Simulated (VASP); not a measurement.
SnO2, 3 atoms in the cell. It takes space group R-3m (No. 166, trigonal). Conventional cell: a = 3.211 Å, b = 3.211 Å, c = 12.878 Å, α = 90.00°, β = 90.00°, γ = 120.00°. Sn (site symmetry -3m) has 6 O at 2.09 Å within 2.8 Å. O (site symmetry 3m) has 3 Sn at 2.09 Å and 3 O at 2.67 Å within 2.8 Å. 

* Program: VASP 6.6.1
* Task: single point
* Functional: PBEsol
* Potentials or basis: VASP PAW PBE potentials, release 64 (Sn_d, O)
* Cutoff: 520 eV
* k mesh: 12 × 12 × 12
* Occupations: gaussian, width 0.05 eV
* Spin: no spin polarisation
* Dipole correction: no
* Further INCAR settings: ALGO = Normal; EDIFF = 1e-07; NBANDS = 20

Potentials or basis: VASP PAW PBE potentials, release 64 (Sn_d, O).

Command:

```console
$ cat potpaw_PBE.64/Sn_d/POTCAR potpaw_PBE.64/O/POTCAR > POTCAR
$ mpirun -np 1 vasp_std > vasp.out
```

Hardware: 1 thread of Intel(R) Xeon(R) 6975P-C (Granite Rapids), with other jobs on the host.

Problem. Estimate the wall time of this run.

Solution. It took 82 s on 1 thread of Intel(R) Xeon(R) 6975P-C (Granite Rapids) (shared host), peak memory 0.28 GiB. Counts: scf iterations 13, k points 189.
